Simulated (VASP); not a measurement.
# Hf7N (R-3) in VASP: single point with PBE

Aim: the single point of Hf7N with PBE.

All numbers are computed with VASP 6.6.1; they aren't measurements. Logs are shortened: lines on timing, memory, paths and dates and some standing lists are left out, and cuts for length are marked.

### 1 The cell of the first run

The structure is trigonal, space group R-3 (No. 148). Conventional cell: a = 8.468 Å, b = 8.468 Å, c = 7.853 Å, α = 90.00°, β = 90.00°, γ = 120.00°. Hf (site symmetry 1) has 1 N at 2.24 Å within 3.0 Å. Hf (site symmetry -3) has 12 Hf at 3.19 to 3.21 Å and 2 N at 3.93 Å within 4.2 Å. N (site symmetry -3) has 6 Hf at 2.24 Å within 3.0 Å.

### 2 Single point, PBE

INCAR reads:

```
SYSTEM = Hf7N
  PREC = Accurate
  ENCUT = 520
  EDIFF = 1E-7
  ISMEAR = 0
  SIGMA = 0.2
  LREAL = .FALSE.
  LASPH = .TRUE.
  NELM = 60
  ALGO = Normal
  ISIF = 2
  LWAVE = .FALSE.
  LCHARG = .TRUE.
  GGA = PE
  LELF = .TRUE.
  LVHAR = .TRUE.
  NBANDS = 48
```

KPOINTS reads:

```
Automatic mesh
0
G
  3 3 3
  0 0 0
```

POSCAR reads:

```
Hf7N
1.0
    4.2341801471      2.4446050494      2.6175382631
   -4.2341801471      2.4446050494      2.6175382631
    0.0000000000     -4.8892100937      2.6175382679
Hf N
7 1
Direct
    0.2182240185      0.3487778338      0.9264042450
    0.9264042450      0.2182240185      0.3487778338
    0.6512221662      0.0735957550      0.7817759815
    0.0735957550      0.7817759815      0.6512221662
    0.7817759815      0.6512221662      0.0735957550
    0.3487778338      0.9264042450      0.2182240185
    0.5000000000      0.5000000000      0.5000000000
    0.0000000000      0.0000000000      0.0000000000
```

Potentials or basis: VASP PAW PBE potentials, release 64 (Hf_pv, N).

The run is started by

```
$ cat potpaw_PBE.64/Hf_pv/POTCAR potpaw_PBE.64/N/POTCAR > POTCAR
$ mpirun -np 1 vasp_std > vasp.out
```

OUTCAR:

```text
SYSTEM = Hf7N
   PREC = Accurate
   ENCUT = 520
   EDIFF = 1E-7
   ISMEAR = 0
   LREAL = .FALSE.
   LASPH = .TRUE.
   NELM = 60
   ISIF = 2
   GGA = PE

 ion  position               nearest neighbor table
   1  0.218  0.349  0.926-   8 2.24   3 3.17   4 3.17   2 3.17   6 3.17   7 3.19   4 3.19   3 3.19
                             5 3.20   7 3.21   2 3.24   6 3.24   5 3.30
   2  0.926  0.218  0.349-   8 2.24   3 3.17   5 3.17   1 3.17   6 3.17   7 3.19   3 3.19   5 3.19
                             4 3.20   7 3.21   6 3.24   1 3.24   4 3.30
   3  0.651  0.074  0.782-   8 2.24   1 3.17   2 3.17   5 3.17   4 3.17   7 3.19   2 3.19   1 3.19
                             6 3.20   7 3.21   4 3.24   5 3.24   6 3.30
   4  0.074  0.782  0.651-   8 2.24   6 3.17   1 3.17   5 3.17   3 3.17   7 3.19   6 3.19   1 3.19
                             2 3.20   7 3.21   3 3.24   5 3.24   2 3.30
   5  0.782  0.651  0.074-   8 2.24   6 3.17   2 3.17   4 3.17   3 3.17   7 3.19   2 3.19   6 3.19
                             1 3.20   7 3.21   4 3.24   3 3.24   1 3.30
   6  0.349  0.926  0.218-   8 2.24   5 3.17   4 3.17   1 3.17   2 3.17   7 3.19   4 3.19   5 3.19
                             3 3.20   7 3.21   2 3.24   1 3.24   3 3.30
   7  0.500  0.500  0.500-   1 3.19   5 3.19   3 3.19   6 3.19   2 3.19   4 3.19   4 3.21   2 3.21
                             1 3.21   5 3.21   6 3.21   3 3.21
   8  0.000  0.000  0.000-   1 2.24   5 2.24   4 2.24   2 2.24   3 2.24   6 2.24

  LATTYP: Found a trigonal (rhomboedric) cell.
 ALAT       =     5.5457985831
 COS(alpha) =    -0.1658440855

  Lattice vectors:

 A1 = (   4.2341801471,   2.4446050494,   2.6175382631)
 A2 = (  -4.2341801471,   2.4446050494,   2.6175382631)
 A3 = (   0.0000000000,  -4.8892100937,   2.6175382679)

Analysis of symmetry for initial positions (statically):
=====================================================================
 Subroutine PRICEL returns:
 Original cell was already a primitive cell.

 Routine SETGRP: Setting up the symmetry group for a
 trigonal (rhombohedral) supercell.

 Subroutine GETGRP returns: Found  6 space group operations
 (whereof  6 operations were pure point group operations)
 out of a pool of 12 trial point group operations.

The static configuration has the point symmetry S_6 .

Analysis of symmetry for dynamics (positions and initial velocities):
=====================================================================
 Subroutine PRICEL returns:
 Original cell was already a primitive cell.

 Routine SETGRP: Setting up the symmetry group for a
 trigonal (rhombohedral) supercell.

 Subroutine GETGRP returns: Found  6 space group operations
 (whereof  6 operations were pure point group operations)
 out of a pool of 12 trial point group operations.

[... 104 lines left out ...]
   NELECT =      75.0000    total number of electrons
   NUPDOWN=      -1.0000    fix difference up-down
   EMIN   =  10.00;   EMAX   =-10.00  energy-range for DOS
   EFERMI =   0.00;   METHOD = LEGACY
   ISMEAR =     0;   SIGMA  =   0.20  broadening in eV -4-tet -1-fermi 0-gaus
   EFERMI_NEDOS =   21; number of points for ismear=-14 and -15
   IALGO  =     38    algorithm
   IMIX   =      4    mixing-type and parameters
     AMIX     =   0.40;   BMIX     =  1.00
     AMIX_MAG =   1.60;   BMIX_MAG =  1.00
  volume/ion in A,a.u.               =      20.32       137.13
  Fermi-wavevector in a.u.,A,eV,Ry     =   1.264992  2.390488 21.772111  1.600205
  Thomas-Fermi vector in A             =   2.398268
   LORBIT       =      0    0 simple, 1 ext, 2 COOP (PROOUT), +10 PAW based schemes
   GGA     = PE    functional components
   LHFCALC =     F    Hartree Fock is set to
   AEXX    =    0.0000 exact exchange contribution
   IVDW    =     0    specifies the selected vdW correction
   LEPSILON=     F    determine dielectric tensor
   LRPA    =     F    only Hartree local field effects (RPA)
 non-spin polarized calculation
 Gauss-broadening in eV      SIGMA  =   0.20
  energy-cutoff  :      520.00
  volume of cell :      162.56
 maximum number of plane-waves:      4389
 NGX is ok and might be reduce to    42
   NGX = 21   NGY = 21   NGZ = 21

 number of electron      75.0000004 magnetization

 Free energy of the ion-electron system (eV)
  ---------------------------------------------------
  ext. energy  EPLUGINS =         0.00000000
  ---------------------------------------------------
  free energy    TOTEN  =       -81.12102531 eV

  energy without entropy =      -80.93763436  energy(sigma->0) =      -81.02932984

 E-fermi :   4.8193     XC(G=0): -11.3439

 val. band max:        4.8099753724   @ k =   0.0000   0.0000   0.0000
 cond. band min:       4.8274868056   @ k =   0.3333   0.3333  -0.0000
 fundamental gap:      0.0175114331
 Fermi energy:         4.8192707767

 k-point     1 :       0.0000    0.0000    0.0000
  band No.  band energies     occupation
      1     -26.0332      2.00000
      2     -25.8733      2.00000
      3     -25.8703      2.00000
      4     -25.8703      2.00000
      5     -25.8456      2.00000
      6     -25.8456      2.00000
[... 295 lines left out ...]
     47       7.4363      0.00000
     48       7.5812      0.00000

------------------------ aborting loop because EDIFF is reached ----------------------------------------

  FORCE on cell =-STRESS in cart. coord.  units (eV):
  Direction    XX          YY          ZZ          XY          YZ          ZX
  --------------------------------------------------------------------------------------
  -------------------------------------------------------------------------------------
  Total       -1.4554719     -1.4554719     -0.8209229     -0.0000002      0.0000000     -0.0000000
  in kB      -14.3447199    -14.3447199     -8.0907840     -0.0000019      0.0000000     -0.0000000
  external PRESSURE =     -12.2600746 kB  Pullay stress =       0.0000000 kB

 VOLUME and BASIS-vectors are now :
 -----------------------------------------------------------------------------
  energy-cutoff  :      520.00
  volume of cell :      162.56
      direct lattice vectors                 reciprocal lattice vectors
     4.234180147  2.444605049  2.617538263     0.118086615  0.068177339  0.127346117
    -4.234180147  2.444605049  2.617538263    -0.118086615  0.068177339  0.127346117
     0.000000000 -4.889210094  2.617538268     0.000000000 -0.136354678  0.127346117

 POSITION                                       TOTAL-FORCE (eV/Angst)
 -----------------------------------------------------------------------------------
     -0.55279     -3.14329      3.90905         0.042575      0.015342     -0.012027
      2.99856      1.09292      3.90905        -0.034574      0.029200     -0.012027
      2.44577     -2.05037      3.94357         0.008001      0.044542      0.012027
     -2.99856     -1.09292      3.94357         0.034574     -0.029200      0.012027
      0.55279      3.14329      3.94357        -0.042575     -0.015342      0.012027
     -2.44577      2.05037      3.90905        -0.008001     -0.044542     -0.012027
      0.00000      0.00000      3.92631        -0.000000      0.000000      0.000000
      0.00000      0.00000      0.00000        -0.000000      0.000000      0.000000
 -----------------------------------------------------------------------------------
    total drift:                               -0.000000     -0.000000     -0.000000

  FREE ENERGIE OF THE ION-ELECTRON SYSTEM (eV)
  ---------------------------------------------------
  free  energy   TOTEN  =       -81.1210253102 eV

  energy  without entropy=      -80.9376343612  energy(sigma->0) =      -81.02932984
```

OSZICAR:

```text
N       E                     dE             d eps       ncg     rms          rms(c)
DAV:   1     0.343903716586E+03    0.34390E+03   -0.40868E+04   576   0.149E+03
DAV:   2    -0.626177664023E+02   -0.40652E+03   -0.39160E+03   688   0.383E+02
DAV:   3    -0.863427393152E+02   -0.23725E+02   -0.22734E+02   720   0.585E+01
DAV:   4    -0.870307257735E+02   -0.68799E+00   -0.67755E+00   712   0.974E+00
DAV:   5    -0.870473825225E+02   -0.16657E-01   -0.16634E-01   712   0.135E+00    0.121E+02
DAV:   6    -0.817903398766E+02    0.52570E+01   -0.29841E+01   680   0.163E+01    0.783E+01
DAV:   7    -0.814435689930E+02    0.34677E+00   -0.80826E+00   648   0.123E+01    0.125E+01
DAV:   8    -0.811606155629E+02    0.28295E+00   -0.20255E+00   696   0.556E+00    0.386E+00
DAV:   9    -0.811310144846E+02    0.29601E-01   -0.52486E-01   712   0.291E+00    0.309E+00
DAV:  10    -0.811225879514E+02    0.84265E-02   -0.43036E-02   672   0.915E-01    0.119E+00
DAV:  11    -0.811212964875E+02    0.12915E-02   -0.18271E-02   664   0.552E-01    0.314E-01
DAV:  12    -0.811210036378E+02    0.29285E-03   -0.28631E-03   680   0.200E-01    0.153E-01
DAV:  13    -0.811210402114E+02   -0.36574E-04   -0.48780E-04   704   0.655E-02    0.181E-01
DAV:  14    -0.811210253740E+02    0.14837E-04   -0.15234E-04   720   0.397E-02    0.343E-02
DAV:  15    -0.811210255984E+02   -0.22448E-06   -0.19562E-05   672   0.168E-02    0.165E-02
DAV:  16    -0.811210249957E+02    0.60275E-06   -0.26820E-06   648   0.683E-03    0.117E-02
DAV:  17    -0.811210252630E+02   -0.26727E-06   -0.38937E-07   544   0.252E-03    0.348E-03
DAV:  18    -0.811210253102E+02   -0.47205E-07   -0.11416E-07   528   0.133E-03
   1 F= -.81121025E+02 E0= -.81029330E+02  d E =-.183391E+00
```

It took 50 s on 1 thread of Intel Xeon Platinum 8488C (Sapphire Rapids), shared host; peak memory 0.25 GiB.

What came out:

| Item | Value |
| --- | --- |
| Free energy | -81.1210 eV |
| Pressure | -1.2 GPa |
| Largest force | 0.047 eV/Å |

Forces in eV/Å, atoms in the order of the input:
```
Hf   0.043  0.015 -0.012
Hf  -0.035  0.029 -0.012
Hf   0.008  0.045  0.012
Hf   0.035 -0.029  0.012
Hf  -0.043 -0.015  0.012
Hf  -0.008 -0.045 -0.012
Hf   0.000  0.000  0.000
N    0.000  0.000  0.000
```

Stress tensor (GPa, compression positive):
```
-1.43  0.00  0.00
 0.00 -1.43  0.00
 0.00  0.00 -0.81
```

Levels at points of the mesh, in eV from the Fermi level:
```
           k point  band 33  band 34  band 35  band 36  band 37  band 38  band 39  band 40  band 41  band 42
(0.00, 0.00, 0.00)    -0.94    -0.94    -0.72    -0.22    -0.22    -0.05    -0.05    -0.01     0.54     0.54
```

Caveat: the k points lie up to 0.39 Å⁻¹ apart; spin-orbit coupling is left out, which moves the levels of the heavy elements.
